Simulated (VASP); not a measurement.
# NiO (Fm-3m) in VASP: notebook

The runs below take NiO through single point, with LDA+U.

All numbers are computed with VASP 6.6.1; they aren't measurements. Logs are shortened: lines on timing, memory, paths and dates and some standing lists are left out, and cuts for length are marked.

### 1 The cell of the first run

The structure is cubic, space group Fm-3m (No. 225). Conventional cell: a = 4.201 Å, b = 4.201 Å, c = 4.201 Å, α = 90.00°, β = 90.00°, γ = 90.00°. Ni (site symmetry m-3m) has 6 O at 2.10 Å within 2.8 Å. O (site symmetry m-3m) has 6 Ni at 2.10 Å within 2.8 Å.

### 2 Single point, LDA+U, collinear spin, ferromagnetic start

The input, INCAR:

```
ALGO = Normal ; EDIFF = 1E-6
ENCUT = 700 ; GGA = CA
GGA_COMPAT = False ; ISIF = 2
ISMEAR = -1 ; ISPIN = 2
LASPH = True ; LCHARG = False
LDAU = True ; LDAUJ = 0 0
LDAUL = 2 -1 ; LDAUPRINT = 1
LDAUTYPE = 2 ; LDAUU = 6.2 0
LMAXMIX = 4 ; LORBIT = 11
LREAL = False ; LWAVE = False
MAGMOM = 2 0 ; NBANDS = 23
NELM = 200 ; PREC = Accurate
SIGMA = 0.001
```

The input, KPOINTS:

```
k-points
0
Gamma
  8 8 8
```

The input, POSCAR:

```
NiO
1.0
    0.0000000000      2.1004800000      2.1004800000
    2.1004800000      0.0000000000      2.1004800000
    2.1004800000      2.1004800000      0.0000000000
Ni O
1 1
Direct
    0.0000000000      0.0000000000      0.0000000000
    0.5000000000      0.5000000000      0.5000000000
```

Potentials or basis: VASP PAW LDA potentials, release 64 (Ni_sv_GW, O).

Run with:

```sh
$ cat potpaw_LDA.64/Ni_sv_GW/POTCAR potpaw_LDA.64/O/POTCAR > POTCAR
$ mpirun -np 1 vasp_std > vasp.out
```

OUTCAR:

```text
EDIFF = 1E-6
   ENCUT = 700
   GGA = CA
   ISIF = 2
   ISMEAR = -1
   ISPIN = 2
   LASPH = True
   LORBIT = 11
   LREAL = False
   NELM = 200
   PREC = Accurate

 ion  position               nearest neighbor table
   1  0.000  0.000  0.000-   2 2.10   2 2.10   2 2.10   2 2.10   2 2.10   2 2.10
   2  0.500  0.500  0.500-   1 2.10   1 2.10   1 2.10   1 2.10   1 2.10   1 2.10

  LATTYP: Found a face centered cubic cell.
 ALAT       =     4.2009600000

  Lattice vectors:

 A1 = (   0.0000000000,   2.1004800000,   2.1004800000)
 A2 = (   2.1004800000,   0.0000000000,   2.1004800000)
 A3 = (   2.1004800000,   2.1004800000,   0.0000000000)

Analysis of symmetry for initial positions (statically):
=====================================================================
 Subroutine PRICEL returns:
 Original cell was already a primitive cell.

 Routine SETGRP: Setting up the symmetry group for a
 face centered cubic supercell.

 Subroutine GETGRP returns: Found 48 space group operations
 (whereof 48 operations were pure point group operations)
 out of a pool of 48 trial point group operations.

The static configuration has the point symmetry O_h .

Analysis of symmetry for dynamics (positions and initial velocities):
=====================================================================
 Subroutine PRICEL returns:
 Original cell was already a primitive cell.

 Routine SETGRP: Setting up the symmetry group for a
 face centered cubic supercell.

 Subroutine GETGRP returns: Found 48 space group operations
 (whereof 48 operations were pure point group operations)
 out of a pool of 48 trial point group operations.

The dynamic configuration has the point symmetry O_h .

Analysis of structural, dynamic, and magnetic symmetry:
=====================================================================
[... 175 lines left out ...]
  o =  0.1114  v =  0.0000  0.0000  0.0000  0.0000  0.0000  0.0000 -0.0000 -0.9990  0.0000  0.0441      0.0000  0.0000  0.0000  0.0000  0.0000  0.0000  0.0000  0.0000  0.0000  0.0000
  o =  0.9281  v =  0.0000  0.0000  0.0000  0.0000  0.0000  0.0000 -0.0478 -0.0000  0.9989 -0.0000      0.0000  0.0000  0.0000  0.0000  0.0000  0.0000  0.0000  0.0000  0.0000  0.0000
  o =  0.9281  v =  0.0000  0.0000  0.0000  0.0000  0.0000  0.0000  0.9989 -0.0000  0.0478  0.0000      0.0000  0.0000  0.0000  0.0000  0.0000  0.0000  0.0000  0.0000  0.0000  0.0000
  o =  0.9281  v =  0.0000  0.0000  0.0000  0.0000  0.0000  1.0000  0.0000  0.0000  0.0000  0.0000      0.0000  0.0000  0.0000  0.0000  0.0000  0.0000  0.0000  0.0000  0.0000  0.0000
  o =  0.9368  v =  0.0000  0.9324 -0.0000  0.3615  0.0000  0.0000  0.0000  0.0000  0.0000  0.0000      0.0000  0.0000  0.0000  0.0000  0.0000  0.0000  0.0000  0.0000  0.0000  0.0000
  o =  0.9368  v =  1.0000  0.0000  0.0000  0.0000  0.0000  0.0000  0.0000  0.0000  0.0000  0.0000      0.0000  0.0000  0.0000  0.0000  0.0000  0.0000  0.0000  0.0000  0.0000  0.0000
  o =  0.9368  v =  0.0000  0.3615 -0.0000 -0.9324  0.0000  0.0000  0.0000  0.0000  0.0000  0.0000      0.0000  0.0000  0.0000  0.0000  0.0000  0.0000  0.0000  0.0000  0.0000  0.0000
  o =  0.9675  v =  0.0000 -0.0000 -0.9969 -0.0000 -0.0792  0.0000  0.0000  0.0000  0.0000  0.0000      0.0000  0.0000  0.0000  0.0000  0.0000  0.0000  0.0000  0.0000  0.0000  0.0000
  o =  0.9675  v =  0.0000  0.0000  0.0792 -0.0000 -0.9969  0.0000  0.0000  0.0000  0.0000  0.0000      0.0000  0.0000  0.0000  0.0000  0.0000  0.0000  0.0000  0.0000  0.0000  0.0000

 number of electron      23.9999993 magnetization       2.0000343

 Free energy of the ion-electron system (eV)
  ---------------------------------------------------
  ext. energy  EPLUGINS =         0.00000000
  ---------------------------------------------------
  free energy    TOTEN  =       -11.53259261 eV

  energy without entropy =      -11.53259261  energy(sigma->0) =      -11.53259261

 E-fermi :   5.7914     XC(G=0): -13.4588

 val. band max:        5.7207991427   @ k =   0.5000   0.0000   0.0000
 cond. band min:       7.7051613438   @ k =   0.0000   0.0000   0.0000
 fundamental gap:      1.9843622011
 Fermi energy:         5.7914237055

 spin component 1

 k-point     1 :       0.0000    0.0000    0.0000
  band No.  band energies     occupation
      1     -97.1056      1.00000
      2     -58.0801      1.00000
      3     -58.0801      1.00000
      4     -58.0801      1.00000
      5     -13.1940      1.00000
      6       0.3478      1.00000
[... 1241 lines left out ...]
     22      36.9072      0.00000
     23      37.7488      0.00000

 [... further k-points ...]

------------------------ aborting loop because EDIFF is reached ----------------------------------------

  FORCE on cell =-STRESS in cart. coord.  units (eV):
  Direction    XX          YY          ZZ          XY          YZ          ZX
  --------------------------------------------------------------------------------------
  -------------------------------------------------------------------------------------
  Total       -1.3187563     -1.3187563     -1.3187563      0.0000000      0.0000000     -0.0000000
  in kB     -113.9959665   -113.9959665   -113.9959665      0.0000000      0.0000000     -0.0000000
  external PRESSURE =    -113.9959665 kB  Pullay stress =       0.0000000 kB

 VOLUME and BASIS-vectors are now :
 -----------------------------------------------------------------------------
  energy-cutoff  :      700.00
  volume of cell :       18.53
      direct lattice vectors                 reciprocal lattice vectors
     0.000000000  2.100480000  2.100480000    -0.238040829  0.238040829  0.238040829
     2.100480000  0.000000000  2.100480000     0.238040829 -0.238040829  0.238040829
     2.100480000  2.100480000  0.000000000     0.238040829  0.238040829 -0.238040829

 POSITION                                       TOTAL-FORCE (eV/Angst)
 -----------------------------------------------------------------------------------
      0.00000      0.00000      0.00000         0.000000     -0.000000      0.000000
      2.10048      2.10048      2.10048        -0.000000      0.000000     -0.000000
 -----------------------------------------------------------------------------------
    total drift:                                0.000000      0.000000      0.000000

  FREE ENERGIE OF THE ION-ELECTRON SYSTEM (eV)
  ---------------------------------------------------
  free  energy   TOTEN  =       -11.5325926065 eV

  energy  without entropy=      -11.5325926065  energy(sigma->0) =      -11.53259261

 total charge

# of ion       s       p       d       f       tot
--------------------------------------------------
    1        2.161   6.226   7.726   0.009  16.123
    2        1.531   3.459   0.000   0.000   4.989
--------------------------------------------------
tot          3.692   9.684   7.726   0.009  21.112

 magnetization (x)

# of ion       s       p       d       f       tot
--------------------------------------------------
    1        0.008   0.012   1.736   0.001   1.756
    2        0.024   0.177   0.000   0.000   0.201
--------------------------------------------------
tot          0.032   0.189   1.736   0.001   1.957
```

It took 86 s on 1 thread of AMD EPYC 7R43 (Zen 3), shared host; peak memory 0.15 GiB.

Results:

| Quantity | Value |
| --- | --- |
| Free energy | -11.5326 eV |
| Pressure | -11.4 GPa |
| Band gap on the k mesh | 1.98 eV (least direct gap 2.88 eV) |
| Net moment | 2.00 μB per cell |
| Site moments | Ni +1.76; O +0.20 μB |
| Valence electrons inside the program's atomic spheres | Ni 16.12; O 4.99 |

Eigenvalues of the final occupation matrices:
```
    site  spin  trace               eigenvalues
site 1 d     1   4.75  0.94 0.94 0.94 0.97 0.97
site 1 d     2   3.01  0.11 0.11 0.93 0.93 0.93
```

Caveat: the cell stands under tension; a cell with one magnetic atom can't hold antiferromagnetic order, which such compounds often take.

### 3 Single point, LDA+U, collinear spin, ferromagnetic start

The input, INCAR:

```
SYSTEM = NiO
ALGO     = Normal         ! electronic algorithm
EDIFF    = 1E-6           ! SCF threshold, eV
ENCUT    = 700            ! plane-wave cutoff, eV
GGA      = CA             ! functional
GGA_COMPAT= .False.      
ISIF     = 2              ! what is computed and relaxed
ISMEAR   = -1             ! smearing method
ISPIN    = 2              ! spin polarisation
LASPH    = .True.         ! aspherical terms in the spheres
LCHARG   = .True.         ! write CHGCAR
LDAU     = .True.         ! DFT+U
LDAUJ    = 0 0          
LDAUL    = 2 -1           ! shell
LDAUPRINT= 1            
LDAUTYPE = 2            
LDAUU    = 6.2 0          ! U, eV
LELF     = .True.         ! ELF
LMAXMIX  = 4              ! l up to which the mixer works
LORBIT   = 11             ! projections on sites
LREAL    = .False.        ! projectors in reciprocal space
LVHAR    = .True.       
LWAVE    = .False.        ! write WAVECAR
MAGMOM   = 2 0            ! initial moments
NBANDS   = 23             ! bands
NELM     = 200            ! most SCF steps
PREC     = Accurate       ! precision mode
SIGMA    = 0.1            ! smearing width, eV
```

The input, KPOINTS:

```
k-points
0
Gamma
  8 8 8
  0 0 0
```

POSCAR is that of step 2.

Potentials or basis: VASP PAW LDA potentials, release 64 (Ni_sv_GW, O).

Run with:

```sh
$ cat potpaw_LDA.64/Ni_sv_GW/POTCAR potpaw_LDA.64/O/POTCAR > POTCAR
$ mpirun -np 1 vasp_std > vasp.out
```

It took 47 s on 1 thread of AMD EPYC 7R13 (Zen 3), shared host; peak memory 0.15 GiB.

It converged, with:

```yaml
Free_energy: -11.5326 eV
Pressure: -11.4 GPa
Band_gap_on_the_k_mesh: 1.98 eV (least direct gap 2.88 eV)
Net_moment: 2.00 μB per cell
Site_moments: Ni +1.76; O +0.20 μB
Valence_electrons_inside_the_program's_atomic_spheres: Ni 16.12; O 4.99
```

Levels at points of the mesh, in eV from the valence-band top:
Spin up:
```tsv
k point	band 11	band 12	band 13	band 14	band 15	band 16
(0.00, 0.00, 0.00)	-1.82	-1.82	-1.82	2.19	18.18	18.58
(0.50, 0.00, 0.00)	-2.96	0.00	0.00	6.11	10.50	14.26
(0.50, 0.50, 0.00)	-3.77	-3.19	-3.19	6.40	11.20	11.91
```
Spin down:
```tsv
k point	band 7	band 8	band 9	band 10	band 11	band 12	band 13	band 14	band 15	band 16
(0.00, 0.00, 0.00)	-3.39	-3.39	-1.44	-1.44	-1.44	1.98	1.98	2.53	18.20	18.93
(0.50, 0.00, 0.00)	-3.88	-3.88	-2.00	-2.00	-1.84	4.47	4.47	6.33	10.96	14.60
(0.50, 0.50, 0.00)	-4.16	-2.83	-2.83	-2.46	-2.46	2.47	2.97	6.91	11.52	12.31
```

Eigenvalues of the final occupation matrices:
```tsv
site	spin	trace	eigenvalues
site 1 d	1	4.75	0.94 0.94 0.94 0.97 0.97
site 1 d	2	3.01	0.11 0.11 0.93 0.93 0.93
```

Caveat: the cell stands under tension; a cell with one magnetic atom can't hold antiferromagnetic order, which such compounds often take.

### 4 Single point, LDA+U, collinear spin, ferromagnetic start

The input, INCAR:

```
ALGO     = Normal         # electronic algorithm
EDIFF    = 1E-6           # SCF threshold, eV
ENCUT    = 700            # plane-wave cutoff, eV
GGA      = CA             # functional
GGA_COMPAT= False        
ISIF     = 2              # what is computed and relaxed
ISMEAR   = -1             # smearing method
ISPIN    = 2              # spin polarisation
LASPH    = True           # aspherical terms in the spheres
LCHARG   = False          # write CHGCAR
LDAU     = True           # DFT+U
LDAUJ    = 0 0          
LDAUL    = 2 -1           # shell
LDAUPRINT= 1            
LDAUTYPE = 2            
LDAUU    = 6.2 0          # U, eV
LMAXMIX  = 4              # l up to which the mixer works
LORBIT   = 11             # projections on sites
LREAL    = False          # projectors in reciprocal space
LWAVE    = False          # write WAVECAR
MAGMOM   = 2 0            # initial moments
NBANDS   = 23             # bands
NELM     = 200            # most SCF steps
PREC     = Accurate       # precision mode
SIGMA    = 0.1            # smearing width, eV
```

The input, KPOINTS:

```
k-points
0
Gamma
  8 8 8
```

POSCAR is that of step 3.

Run with:

```sh
$ cat potpaw_LDA.64/Ni_sv_GW/POTCAR potpaw_LDA.64/O/POTCAR > POTCAR
$ mpirun -np 1 vasp_std > vasp.out
```

Run time: 53 s. Hardware: 1 thread of AMD EPYC 7R13 (Zen 3), shared host; peak memory 0.15 GiB.

The run converged. Its results:

```yaml
Free_energy: -11.5326 eV
Pressure: -11.4 GPa
Band_gap_on_the_k_mesh: 1.98 eV (least direct gap 2.88 eV)
Net_moment: 2.00 μB per cell
Site_moments: Ni +1.76; O +0.20 μB
Valence_electrons_inside_the_program's_atomic_spheres: Ni 16.12; O 4.99
```

Levels at points of the mesh, in eV from the valence-band top:
Spin up:
```tsv
k point	band 10	band 11	band 12	band 13	band 14	band 15	band 16	band 17
(0.00, 0.00, 0.00)	-4.60	-1.82	-1.82	-1.82	2.19	18.18	18.58	18.58
(0.50, 0.00, 0.00)	-4.06	-2.96	0.00	0.00	6.11	10.50	14.26	14.26
(0.50, 0.50, 0.00)	-3.77	-3.77	-3.19	-3.19	6.40	11.20	11.91	16.91
```
Spin down:
```csv
k point,band 8,band 9,band 10,band 11,band 12,band 13,band 14,band 15
"(0.00, 0.00, 0.00)",-3.39,-1.44,-1.44,-1.44,1.98,1.98,2.53,18.20
"(0.50, 0.00, 0.00)",-3.88,-2.00,-2.00,-1.84,4.47,4.47,6.33,10.96
"(0.50, 0.50, 0.00)",-2.83,-2.83,-2.46,-2.46,2.47,2.97,6.91,11.52
```

Eigenvalues of the final occupation matrices:
```
    site  spin  trace               eigenvalues
site 1 d     1   4.75  0.94 0.94 0.94 0.97 0.97
site 1 d     2   3.01  0.11 0.11 0.93 0.93 0.93
```

Caveat: the cell stands under tension; a cell with one magnetic atom can't hold antiferromagnetic order, which such compounds often take. A k mesh can miss the band edges.
